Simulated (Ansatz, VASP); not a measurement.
# Two plane-wave programs on HgTe

```
CELL_PARAMETERS angstrom
0.00000 3.34265 3.34265
3.34265 0.00000 3.34265
3.34265 3.34265 0.00000
ATOMIC_POSITIONS crystal
Hg 0.00000 0.00000 0.00000
Te 0.25000 0.25000 0.25000
```

Alike in both runs: task single point; functional revPBE; k mesh 6 × 6 × 6; occupations gaussian, width 0.05 eV; no spin polarisation.

|  | VASP | Ansatz |
| --- | --- | --- |
| version | VASP 6.6.1 | Ansatz 0.2.0 |
| potentials or method | VASP PAW PBE potentials, release 64 (Hg, Te), cutoff 520 eV | scalar-relativistic, plane waves, PAW |
| valence electrons in the cell | 18 | 36 |

```tsv
	VASP	Ansatz	Ansatz less VASP
gap on the k mesh at the Fermi level (eV)	none	none	-
pressure (GPa)	0.7	0.6	-0.03
```

VASP's potentials were made for PBE, not for revPBE. A gap of «none» marks a metal or a gap that the smearing closes. VASP's potentials hold 18 valence electrons a cell and Ansatz's 36, so a difference there can come from the potentials and not from the codes.

Neither program's run includes spin-orbit coupling.
